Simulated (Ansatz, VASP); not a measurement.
Cu: VASP beside Ansatz

```
Cu
1.0
    -1.44279    1.44279    1.37608
     1.44279   -1.44279    1.37608
     1.44279    1.44279   -1.37608
Cu
1
Cartesian
  0.0000 0.0000 0.0000
```

Alike in both runs: task single point; functional PBE; k mesh 10 × 10 × 10; occupations gaussian, width 0.4 eV; no spin polarisation.

|  | VASP | Ansatz |
| --- | --- | --- |
| version | VASP 6.6.1 | Ansatz 0.2.0 |
| potentials or method | VASP PAW PBE potentials, release 64 (Cu), cutoff 520 eV | scalar-relativistic, plane waves, PAW |
| valence electrons in the cell | 11 | 19 |

```csv
,VASP,Ansatz,Ansatz less VASP
gap on the k mesh at the Fermi level (eV),none,none,-
pressure (GPa),8.1,7.5,-0.56
"traceless stress, the component that is largest in VASP (GPa)",-0.74,-0.75,-0.018
```

A gap of «none» marks a metal or a gap that the smearing closes. With one functional, cell and mesh, what is left measures potentials, basis and numerics. VASP's potentials hold 11 valence electrons a cell and Ansatz's 19, so a difference there can come from the potentials and not from the codes.
